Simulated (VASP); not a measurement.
# Y (P6_3/mmc) in VASP: further runs

Y is run at these levels: PBE; tasks: single point, relaxation of cell and atoms.

All numbers are computed with VASP 6.6.1; they aren't measurements. Logs are shortened: lines on timing, memory, paths and dates and some standing lists are left out, and cuts for length are marked.

## Step 1: The cell of the first run

Symmetry: P6_3/mmc, No. 194, hexagonal system. The conventional cell has a = 3.658 Å, b = 3.658 Å, c = 5.670 Å, α = 90.00°, β = 90.00°, γ = 120.00°. Within 4.6 Å of Y (site symmetry -6m2) lie 12 Y at 3.54 to 3.66 Å.

## Step 2: Single point, PBE

INCAR reads:

```
SYSTEM = Y
  ALGO = Normal
  EDIFF = 1E-6
  ENCUT = 520
  GGA = PE
  ISIF = 2
  ISMEAR = 0
  LASPH = .True.
  LCHARG = .False.
  LREAL = .False.
  LWAVE = .False.
  NBANDS = 18
  NELM = 80
  PREC = Accurate
  SIGMA = 0.1
```

KPOINTS reads:

```
k-points
0
Gamma
  12 12 6
  0 0 0
```

POSCAR reads:

```
Y
1.0
    3.6579894732      0.0000000029      0.0000000000
   -1.8289947391      3.1679118091      0.0000000000
    0.0000000000      0.0000000000      5.6696519781
Y
2
Direct
    0.3333333333      0.6666666667      0.2500000000
    0.6666666667      0.3333333333      0.7500000000
```

Potentials or basis: VASP PAW PBE potentials, release 64 (Y_sv).

Launch:

```sh
$ cat potpaw_PBE.64/Y_sv/POTCAR > POTCAR
$ mpirun -np 1 vasp_std > vasp.out
```

OUTCAR:

```text
SYSTEM = Y
   EDIFF = 1E-6
   ENCUT = 520
   GGA = PE
   ISIF = 2
   ISMEAR = 0
   LASPH = .True.
   LREAL = .False.
   NELM = 80
   PREC = Accurate

 ion  position               nearest neighbor table
   1  0.333  0.667  0.250-   2 3.54   2 3.54   2 3.54   2 3.54   2 3.54   2 3.54
   2  0.667  0.333  0.750-   1 3.54   1 3.54   1 3.54   1 3.54   1 3.54   1 3.54

  LATTYP: Found a hexagonal cell.
 ALAT       =     3.6579894732
 C/A-ratio  =     1.5499366577

  Lattice vectors:

 A1 = (   3.6579894732,   0.0000000029,   0.0000000000)
 A2 = (  -1.8289947391,   3.1679118091,   0.0000000000)
 A3 = (   0.0000000000,   0.0000000000,   5.6696519781)

Analysis of symmetry for initial positions (statically):
=====================================================================
 Subroutine PRICEL returns:
 Original cell was already a primitive cell.

 Routine SETGRP: Setting up the symmetry group for a
 hexagonal supercell.

 Subroutine GETGRP returns: Found 24 space group operations
 (whereof 12 operations were pure point group operations)
 out of a pool of 24 trial point group operations.

The static configuration has the point symmetry D_3d.
 The point group associated with its full space group is D_6h.

Analysis of symmetry for dynamics (positions and initial velocities):
=====================================================================
 Subroutine PRICEL returns:
 Original cell was already a primitive cell.

 Routine SETGRP: Setting up the symmetry group for a
 hexagonal supercell.

 Subroutine GETGRP returns: Found 24 space group operations
 (whereof 12 operations were pure point group operations)
 out of a pool of 24 trial point group operations.

The dynamic configuration has the point symmetry D_3d.
 The point group associated with its full space group is D_6h.

 Subroutine INISYM returns: Found 24 space group operations
 (whereof 12 operations are pure point group operations),
 and found     1 'primitive' translations

----------------------------------------------------------------------------------------

                                     Primitive cell

  volume of cell :      65.7010

  direct lattice vectors                    reciprocal lattice vectors
     3.657989473  0.000000003  0.000000000     0.273374215  0.157832677  0.000000000
    -1.828994739  3.167911809  0.000000000    -0.000000000  0.315665353  0.000000000
     0.000000000  0.000000000  5.669651978     0.000000000  0.000000000  0.176377669

  length of vectors
     3.657989473  3.657989473  5.669651978     0.315665353  0.315665353  0.176377669

  position of ions in fractional coordinates (direct lattice)
     0.333333333  0.666666667  0.250000000
     0.666666667  0.333333333  0.750000000

  ion indices of the primitive-cell ions
   primitive index   ion index
                 1           1
                 2           2

----------------------------------------------------------------------------------------

 KPOINTS: k-points

Automatic generation of k-mesh.
 Grid dimensions read from file:
 generate k-points for:   12   12    6

 Generating k-lattice:

  Cartesian coordinates                     Fractional coordinates (reciprocal lattice)
     0.022781185  0.013152723  0.000000000     0.083333333  0.000000000  0.000000000
    -0.000000000  0.026305446  0.000000000     0.000000000  0.083333333  0.000000000
     0.000000000  0.000000000  0.029396278     0.000000000  0.000000000  0.166666667

  Length of vectors
     0.026305446  0.026305446  0.029396278

  Shift w.r.t. Gamma in fractional coordinates (k-lattice)
     0.000000000  0.000000000  0.000000000

 Subroutine IBZKPT returns following result:
 ===========================================

 Found     76 irreducible k-points:

 Following reciprocal coordinates:
            Coordinates               Weight
  0.000000  0.000000  0.000000      1.000000
  0.083333 -0.000000  0.000000      6.000000
  0.166667  0.000000  0.000000      6.000000
  0.250000 -0.000000  0.000000      6.000000
  0.333333  0.000000  0.000000      6.000000
  0.416667  0.000000  0.000000      6.000000
[... 16 lines left out ...]
  0.250000 -0.000000  0.166667     12.000000
  0.333333  0.000000  0.166667     12.000000
 [... further k-points ...]
   k-points           NKPTS =     76   k-points in BZ     NKDIM =     76   number of bands    NBANDS=     18
   number of dos      NEDOS =    301   number of ions     NIONS =      2
   total plane-waves  NPLWV =  32928
   dimension x,y,z NGX =    28 NGY =   28 NGZ =   42
   dimension x,y,z NGXF=    56 NGYF=   56 NGZF=   84
   ions per type =               2
   NGX,Y,Z   is equivalent  to a cutoff of  12.73, 12.73, 12.32 a.u.
   NGXF,Y,Z  is equivalent  to a cutoff of  25.45, 25.45, 24.63 a.u.
 SYSTEM =  Y
   PREC   = accura    normal or accurate (medium, high low for compatibility)
   ISTART =      0    job   : 0-new  1-cont  2-samecut
   ICHARG =      2    charge: 1-file 2-atom 10-const
   ISPIN  =      1    spin polarized calculation?
   LNONCOLLINEAR =      F non collinear calculations
   LSORBIT =      F    spin-orbit coupling
   LASPH  =      T    aspherical Exc in radial PAW
   ENCUT  =  520.0 eV  38.22 Ry    6.18 a.u.   6.80  6.80 10.54*2*pi/ulx,y,z
   NELM   =     80;   NELMIN=  2; NELMDL= -5     # of ELM steps
   EDIFF  = 0.1E-05   stopping-criterion for ELM
   LREAL  =      F    real-space projection
   EDIFFG = 0.1E-04   stopping-criterion for IOM
   NSW    =      0    number of steps for IOM
   IBRION =     -1    ionic relax: 0-MD 1-quasi-New 2-CG
   NFREE  =      0    steps in history (QN), initial steepest desc. (CG)
   ISIF   =      2    stress and relaxation
   ISYM   =      2    0-nonsym 1-usesym 2-fastsym
   POTIM  = 0.5000    time-step for ionic-motion
   TEBEG  =    0.0;   TEEND  =   0.0 temperature during run
   PSTRESS=    0.0 pullay stress
   NELECT =      22.0000    total number of electrons
   NUPDOWN=      -1.0000    fix difference up-down
   EMIN   =  10.00;   EMAX   =-10.00  energy-range for DOS
   EFERMI =   0.00;   METHOD = LEGACY
   ISMEAR =     0;   SIGMA  =   0.10  broadening in eV -4-tet -1-fermi 0-gaus
   EFERMI_NEDOS =   21; number of points for ismear=-14 and -15
   IALGO  =     38    algorithm
   IMIX   =      4    mixing-type and parameters
     AMIX     =   0.40;   BMIX     =  1.00
     AMIX_MAG =   1.60;   BMIX_MAG =  1.00
  volume/ion in A,a.u.               =      32.85       221.69
  Fermi-wavevector in a.u.,A,eV,Ry     =   1.136820  2.148278 17.583625  1.292360
  Thomas-Fermi vector in A             =   2.273525
   LORBIT       =      0    0 simple, 1 ext, 2 COOP (PROOUT), +10 PAW based schemes
   GGA     = PE    functional components
   LHFCALC =     F    Hartree Fock is set to
   AEXX    =    0.0000 exact exchange contribution
   IVDW    =     0    specifies the selected vdW correction
   LEPSILON=     F    determine dielectric tensor
   LRPA    =     F    only Hartree local field effects (RPA)
 non-spin polarized calculation
 Gauss-broadening in eV      SIGMA  =   0.10
  energy-cutoff  :      520.00
  volume of cell :       65.70
 maximum number of plane-waves:      1791
 NGX is ok and might be reduce to    28
   NGX = 13   NGY = 13   NGZ = 21

 number of electron      22.0000000 magnetization

 Free energy of the ion-electron system (eV)
  ---------------------------------------------------
  ext. energy  EPLUGINS =         0.00000000
  ---------------------------------------------------
  free energy    TOTEN  =       -12.87783266 eV

  energy without entropy =      -12.86088914  energy(sigma->0) =      -12.86936090

 E-fermi :   3.0018     XC(G=0):  -9.4261

 val. band max:        2.9837827843   @ k =   0.3333   0.2500   0.3333
 cond. band min:       3.0047738271   @ k =   0.4167   0.1667   0.3333
 fundamental gap:      0.0209910428
 Fermi energy:         3.0018200365

 k-point     1 :       0.0000    0.0000    0.0000
  band No.  band energies     occupation
      1     -39.6935      2.00000
      2     -39.6168      2.00000
      3     -19.9736      2.00000
      4     -19.5018      2.00000
      5     -19.5018      2.00000
      6     -19.4070      2.00000
[... 10 lines left out ...]
     17       5.7197      0.00000
     18       5.7197      0.00000

 k-point     2 :       0.0833   -0.0000    0.0000
  band No.  band energies     occupation
      1     -39.6901      2.00000
      2     -39.6158      2.00000
      3     -19.9612      2.00000
      4     -19.5257      2.00000
      5     -19.5102      2.00000
      6     -19.4323      2.00000
[... 10 lines left out ...]
     17       5.5344      0.00000
     18       5.5815      0.00000

 k-point     3 :       0.1667    0.0000    0.0000
  band No.  band energies     occupation
      1     -39.6807      2.00000
      2     -39.6131      2.00000
      3     -19.9259      2.00000
      4     -19.5911      2.00000
      5     -19.5324      2.00000
      6     -19.4998      2.00000
[... 10 lines left out ...]
     17       5.7771      0.00000
     18       5.8521      0.00000

 k-point     4 :       0.2500   -0.0000    0.0000
  band No.  band energies     occupation
      1     -39.6672      2.00000
      2     -39.6101      2.00000
      3     -19.8723      2.00000
      4     -19.6810      2.00000
      5     -19.5883      2.00000
      6     -19.5613      2.00000
[... 10 lines left out ...]
     17       6.2719      0.00000
     18       6.4289      0.00000

 k-point     5 :       0.3333    0.0000    0.0000
  band No.  band energies     occupation
      1     -39.6524      2.00000
      2     -39.6083      2.00000
      3     -19.8089      2.00000
      4     -19.7714      2.00000
      5     -19.6731      2.00000
      6     -19.5892      2.00000
[... 10 lines left out ...]
     17       6.9159      0.00000
     18       7.1344      0.00000

 k-point     6 :       0.4167    0.0000    0.0000
  band No.  band energies     occupation
      1     -39.6400      2.00000
      2     -39.6086      2.00000
      3     -19.8375      2.00000
      4     -19.7492      2.00000
      5     -19.7332      2.00000
      6     -19.6090      2.00000
[... 10 lines left out ...]
     17       7.7600      0.00000
     18       7.8443      0.00000

 k-point     7 :       0.5000   -0.0000    0.0000
  band No.  band energies     occupation
      1     -39.6347      2.00000
      2     -39.6095      2.00000
      3     -19.8617      2.00000
      4     -19.7548      2.00000
      5     -19.7210      2.00000
      6     -19.6161      2.00000
[... 10 lines left out ...]
     17       8.3238      0.00000
     18       8.5194      0.00000

 k-point     8 :       0.0833    0.0833    0.0000
  band No.  band energies     occupation
      1     -39.6837      2.00000
      2     -39.6139      2.00000
      3     -19.9374      2.00000
      4     -19.5654      2.00000
      5     -19.5348      2.00000
      6     -19.4709      2.00000
[... 10 lines left out ...]
     17       5.5831      0.00000
     18       5.7963      0.00000
[... 229 lines left out ...]
     17       7.6973      0.00000
     18       8.0915      0.00000

 k-point    20 :       0.0000    0.0000    0.1667
  band No.  band energies     occupation
      1     -39.6884      2.00000
      2     -39.6220      2.00000
      3     -19.9350      2.00000
      4     -19.4955      2.00000
      5     -19.4955      2.00000
      6     -19.4134      2.00000
[... 10 lines left out ...]
     17       6.0247      0.00000
     18       6.0247      0.00000

 k-point    21 :       0.0833   -0.0000    0.1667
  band No.  band energies     occupation
      1     -39.6852      2.00000
      2     -39.6208      2.00000
      3     -19.9251      2.00000
      4     -19.5181      2.00000
      5     -19.5035      2.00000
      6     -19.4534      2.00000
[... 10 lines left out ...]
     17       5.9437      0.00000
     18       5.9894      0.00000

 k-point    22 :       0.1667    0.0000    0.1667
  band No.  band energies     occupation
      1     -39.6762      2.00000
      2     -39.6177      2.00000
      3     -19.8980      2.00000
      4     -19.5794      2.00000
      5     -19.5266      2.00000
      6     -19.5248      2.00000
[... 10 lines left out ...]
     17       5.9391      0.00000
     18       6.0762      0.00000

 k-point    23 :       0.2500   -0.0000    0.1667
  band No.  band energies     occupation
      1     -39.6634      2.00000
      2     -39.6140      2.00000
      3     -19.8635      2.00000
      4     -19.6594      2.00000
      5     -19.6137      2.00000
      6     -19.5527      2.00000
[... 10 lines left out ...]
     17       6.3802      0.00000
     18       6.4020      0.00000

 k-point    24 :       0.3333    0.0000    0.1667
  band No.  band energies     occupation
      1     -39.6495      2.00000
      2     -39.6113      2.00000
      3     -19.8505      2.00000
      4     -19.7254      2.00000
      5     -19.6807      2.00000
      6     -19.5796      2.00000
[... 10 lines left out ...]
     17       6.9362      0.00000
     18       7.0249      0.00000

 [... further k-points ...]
[... 5 lines left out ...]
  --------------------------------------------------------------------------------------
  -------------------------------------------------------------------------------------
  Total       -0.0459290     -0.0459290     -0.0457344     -0.0000000      0.0000000      0.0000000
  in kB       -1.1200193     -1.1200193     -1.1152742     -0.0000000      0.0000000      0.0000000
  external PRESSURE =      -1.1184376 kB  Pullay stress =       0.0000000 kB

 VOLUME and BASIS-vectors are now :
 -----------------------------------------------------------------------------
  energy-cutoff  :      520.00
  volume of cell :       65.70
      direct lattice vectors                 reciprocal lattice vectors
     3.657989473  0.000000003  0.000000000     0.273374215  0.157832677  0.000000000
    -1.828994739  3.167911809  0.000000000    -0.000000000  0.315665353  0.000000000
     0.000000000  0.000000000  5.669651978     0.000000000  0.000000000  0.176377669

 POSITION                                       TOTAL-FORCE (eV/Angst)
 -----------------------------------------------------------------------------------
     -0.00000      2.11194      1.41741         0.000000      0.000000      0.000000
      1.82899      1.05597      4.25224        -0.000000     -0.000000      0.000000
 -----------------------------------------------------------------------------------
    total drift:                               -0.000000      0.000000     -0.000000

  FREE ENERGIE OF THE ION-ELECTRON SYSTEM (eV)
  ---------------------------------------------------
  free  energy   TOTEN  =       -12.8778326594 eV

  energy  without entropy=      -12.8608891395  energy(sigma->0) =      -12.86936090
```

Wall time 86 s (1 thread of Oxide Virtual Turin-like, shared host); peak memory 0.21 GiB.

What came out:

* Free energy: -12.8778 eV
* Pressure: -0.1 GPa
* Band gap on the k mesh: zero (band 11 reaches 4.00 eV, above the bottom of band 12 at 2.53 eV)

## Step 3: Single point, PBE

This run uses another cell than the first one, of 33.04 Å³/atom, 1.006 times its volume.

INCAR reads:

```
SYSTEM = Y
ALGO = Normal
EDIFF = 1E-6
ENCUT = 520
GGA = PE
ISIF = 2
ISMEAR = -1
LASPH = .TRUE.
LCHARG = .FALSE.
LREAL = .FALSE.
LWAVE = .FALSE.
NBANDS = 18
NELM = 60
PREC = Accurate
SIGMA = 0.15
```

KPOINTS reads:

```
k-points
0
G
  12 12 6
  0 0 0
```

POSCAR reads:

```
Y
1.0
    3.6505646561      0.0000000029      0.0000000000
   -1.8252823305      3.1614817289      0.0000000000
    0.0000000000      0.0000000000      5.7258478151
Y
2
Direct
    0.3333333333      0.6666666667      0.2500000000
    0.6666666667      0.3333333333      0.7500000000
```

Potentials or basis: VASP PAW PBE potentials, release 64 (Y_sv).

Launch:

```sh
$ cat potpaw_PBE.64/Y_sv/POTCAR > POTCAR
$ mpirun -np 1 vasp_std > vasp.out
```

OUTCAR:

```text
SYSTEM = Y
   EDIFF = 1E-6
   ENCUT = 520
   GGA = PE
   ISIF = 2
   ISMEAR = -1
   LASPH = .TRUE.
   LREAL = .FALSE.
   NELM = 60
   PREC = Accurate

 ion  position               nearest neighbor table
   1  0.333  0.667  0.250-   2 3.56   2 3.56   2 3.56   2 3.56   2 3.56   2 3.56
   2  0.667  0.333  0.750-   1 3.56   1 3.56   1 3.56   1 3.56   1 3.56   1 3.56

  LATTYP: Found a hexagonal cell.
 ALAT       =     3.6505646561
 C/A-ratio  =     1.5684827840

  Lattice vectors:

 A1 = (   3.6505646561,   0.0000000029,   0.0000000000)
 A2 = (  -1.8252823305,   3.1614817289,   0.0000000000)
[... 192 lines left out ...]
      6     -19.4388      2.00000
[... 481 lines left out ...]
      5     -19.7158      2.00000
      6     -19.6046      2.00000
[... 10 lines left out ...]
     17       6.8438      0.00000
     18       7.0179      0.00000

 [... further k-points ...]
[... 5 lines left out ...]
  --------------------------------------------------------------------------------------
  -------------------------------------------------------------------------------------
  Total       -0.0416331     -0.0416331     -0.0412250     -0.0000000      0.0000000      0.0000000
  in kB       -1.0093894     -1.0093894     -0.9994944     -0.0000000      0.0000000      0.0000000
  external PRESSURE =      -1.0060910 kB  Pullay stress =       0.0000000 kB

 VOLUME and BASIS-vectors are now :
 -----------------------------------------------------------------------------
  energy-cutoff  :      520.00
  volume of cell :       66.08
      direct lattice vectors                 reciprocal lattice vectors
     3.650564656  0.000000003  0.000000000     0.273930226  0.158153690  0.000000000
    -1.825282331  3.161481729  0.000000000    -0.000000000  0.316307379  0.000000000
     0.000000000  0.000000000  5.725847815     0.000000000  0.000000000  0.174646626

 POSITION                                       TOTAL-FORCE (eV/Angst)
 -----------------------------------------------------------------------------------
     -0.00000      2.10765      1.43146         0.000000      0.000000      0.000000
      1.82528      1.05383      4.29439         0.000000     -0.000000      0.000000
 -----------------------------------------------------------------------------------
    total drift:                                0.000000     -0.000000      0.000000

  FREE ENERGIE OF THE ION-ELECTRON SYSTEM (eV)
  ---------------------------------------------------
  free  energy   TOTEN  =       -13.0020677624 eV

  energy  without entropy=      -12.7493644948  energy(sigma->0) =      -12.87571613
```

stdout:

```text
POSCAR found type information on POSCAR Y
 POSCAR found :  1 types and       2 ions
 scaLAPACK will be used
 LDA part: xc-table for (Slater+PW92), standard interpolation
 POSCAR, INCAR and KPOINTS ok, starting setup
 FFT: planning ... GRIDC
 FFT: planning ... GRID_SOFT
 FFT: planning ... GRID
 WAVECAR not read
 entering main loop
```

It took 91 s on 1 thread of Oxide Virtual Turin-like, shared host; peak memory 0.21 GiB.

Results:

* Free energy: -13.0021 eV
* Pressure: -0.1 GPa
* Band gap on the k mesh: zero (band 11 reaches 3.92 eV, above the bottom of band 12 at 2.53 eV)

(Part 1 of 2 ends here.)
